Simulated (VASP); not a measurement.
Wanted: the native input for a VASP 6.6.1 run.

* Task: density of states
* Functional: LDA
* Potentials or basis: VASP PAW LDA potentials, release 64 (Au)
* Cutoff: 520 eV
* k mesh: 18 × 18 × 18
* Occupations: fermi-dirac, width 0.08 eV
* Spin: no spin polarisation
* Dipole correction: no
* k mesh for the DOS: 27 × 27 × 27
* Occupations for the DOS: tetrahedron
* Further INCAR settings: ALGO = Normal; EDIFF = 1e-07; NBANDS = 12

The system is Au.

```
Au
1.0
     0.00000    1.55110    1.55110
     1.55110    0.00000    1.55110
     1.55110    1.55110    0.00000
Au
1
Direct
  0.00000 0.00000 0.00000
```

This cell differs from its parent crystal: volume scaled by 0.45.

The input as run:

POSCAR

```
Au
1.0
    0.0000000000      1.5510952019      1.5510952019
    1.5510952019      0.0000000000      1.5510952019
    1.5510952019      1.5510952019      0.0000000000
Au
1
Direct
    0.0000000000      0.0000000000      0.0000000000
```

INCAR.step1

```
ALGO     = Normal         # electronic algorithm
EDIFF    = 1E-7           # SCF threshold, eV
ENCUT    = 520            # plane-wave cutoff, eV
ISIF     = 2              # what is computed and relaxed
ISMEAR   = -1             # smearing method
LASPH    = True           # aspherical terms in the spheres
LCHARG   = True           # write CHGCAR
LMAXMIX  = 4              # l up to which the mixer works
LREAL    = False          # projectors in reciprocal space
LWAVE    = False          # write WAVECAR
NBANDS   = 12             # bands
NELM     = 80             # most SCF steps
PREC     = Accurate       # precision mode
SIGMA    = 0.08           # smearing width, eV
```

KPOINTS.step1

```
k-points
0
Gamma
  18 18 18
```

INCAR.step2

```
ALGO     = Normal         # electronic algorithm
EDIFF    = 1E-7           # SCF threshold, eV
ENCUT    = 520            # plane-wave cutoff, eV
ICHARG   = 11             # starting density
ISIF     = 2              # what is computed and relaxed
ISMEAR   = -5             # smearing method
LASPH    = True           # aspherical terms in the spheres
LCHARG   = False          # write CHGCAR
LMAXMIX  = 4              # l up to which the mixer works
LORBIT   = 10             # projections on sites
LREAL    = False          # projectors in reciprocal space
LWAVE    = False          # write WAVECAR
NBANDS   = 12             # bands
NEDOS    = 2001           # points of the DOS
NELM     = 80             # most SCF steps
PREC     = Accurate       # precision mode
SIGMA    = 0.08           # smearing width, eV
```

KPOINTS.step2

```
k-points
0
Gamma
  27 27 27
```

Potentials or basis: VASP PAW LDA potentials, release 64 (Au).

Run with:

```bash
$ cat potpaw_LDA.64/Au/POTCAR > POTCAR
$ cp INCAR.step1 INCAR
$ cp KPOINTS.step1 KPOINTS
$ mpirun -np 1 vasp_std > vasp.out
$ cp INCAR.step2 INCAR
$ cp KPOINTS.step2 KPOINTS
$ mpirun -np 1 vasp_std > vasp.out
```

Run time: 26 s on 1 thread of AMD EPYC 9R45 96-Core Processor (Zen 5), on a shared host, peak memory 0.13 GiB.
